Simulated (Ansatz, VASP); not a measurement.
This is a calculation of C for Ansatz 0.2.0.

Contents of input.yaml:

```yaml
crystal:
  lattice:
    - [2.4880133891, 0.0, 0.0]
    - [-1.2440066945, 2.1546827999, 0.0]
    - [0.0, 0.0, 12.1887106107]
  atoms:
    - { symbol: C, position: [0.6666666667, 0.3333333333, 0.35417] }
    - { symbol: C, position: [0.3333333333, 0.6666666667, 0.85417] }
    - { symbol: C, position: [0.6666666667, 0.3333333333, 0.14583] }
    - { symbol: C, position: [0.3333333333, 0.6666666667, 0.64583] }
    - { symbol: C, position: [0.6666666667, 0.3333333333, 0.47917] }
    - { symbol: C, position: [0.3333333333, 0.6666666667, 0.97917] }
    - { symbol: C, position: [0.6666666667, 0.3333333333, 0.02083] }
    - { symbol: C, position: [0.3333333333, 0.6666666667, 0.52083] }
    - { symbol: C, position: [0.0, 0.0, 0.8125] }
    - { symbol: C, position: [0.0, 0.0, 0.3125] }
    - { symbol: C, position: [0.0, 0.0, 0.6875] }
    - { symbol: C, position: [0.0, 0.0, 0.1875] }
hamiltonian:
  xc: revpbe
  pseudopotentials: { kind: paw }
  dispersion: d4
kpoints:
  mp_grid: { grid: [12, 12, 3] }
scf:
  occupations: { method: fermi_dirac, width: 0.05 }
output:
  forces: true
  stress: true
  eigenvalues: true
```

Potentials or basis: Ansatz PAW.

Launch:

```bash
$ ansatz run input.yaml --threads 2 --pin off --max-ram 5120MiB --backend cpu --events-out ev --progress --plain --runs-dir out
```

**Question.** Set up the same calculation for VASP 6.6.1. Potentials there: VASP PAW PBE potentials, release 64 (C).

**Answer.** As run (the cutoff follows the program's own potentials):

The input INCAR:

```
SYSTEM = C
PREC = Accurate
ENCUT = 520
EDIFF = 1E-7
ISMEAR = -1
SIGMA = 0.05
LREAL = .FALSE.
LASPH = .TRUE.
NELM = 100
ALGO = Normal
ISIF = 2
LWAVE = .FALSE.
LCHARG = .FALSE.
GGA = RE
IVDW = 13
NBANDS = 36
```

KPOINTS

```
Automatic mesh
0
G
  12 12 3
  0 0 0
```

File POSCAR:

```
C
1.0
    2.4880133891      0.0000000000      0.0000000000
   -1.2440066945      2.1546827999      0.0000000000
    0.0000000000      0.0000000000     12.1887106107
C
12
Direct
    0.6666666667      0.3333333333      0.3541700000
    0.3333333333      0.6666666667      0.8541700000
    0.6666666667      0.3333333333      0.1458300000
    0.3333333333      0.6666666667      0.6458300000
    0.6666666667      0.3333333333      0.4791700000
    0.3333333333      0.6666666667      0.9791700000
    0.6666666667      0.3333333333      0.0208300000
    0.3333333333      0.6666666667      0.5208300000
    0.0000000000      0.0000000000      0.8125000000
    0.0000000000      0.0000000000      0.3125000000
    0.0000000000      0.0000000000      0.6875000000
    0.0000000000      0.0000000000      0.1875000000
```

Potentials or basis: VASP PAW PBE potentials, release 64 (C).

Launch:

```sh
$ cat potpaw_PBE.64/C/POTCAR > POTCAR
$ mpirun -np 1 vasp_std > vasp.out
```

Both were run:

|  | VASP | Ansatz | Ansatz less VASP |
| --- | --- | --- | --- |
| gap on the k mesh at the Fermi level (eV) | 4.48 | 4.49 | +0.009 |
| least direct gap on the mesh (eV) | 5.39 | 5.40 | +0.011 |
| pressure (GPa) | 13.3 | 12.5 | -0.73 |
| traceless stress, the component that is largest in VASP (GPa) | 6.08 | 6.07 | -0.010 |
| rms of the force components (eV/Å) | 0.163 | 0.163 | -0.0002 |

VASP's potentials were made for PBE, not for revPBE. Atom by atom the forces differ by 0.003 eV/Å (rms over components).

Noted on Ansatz's run: odd divisions of the mesh miss points on the zone boundary, where band edges often lie, so the gap on the mesh can be too wide.
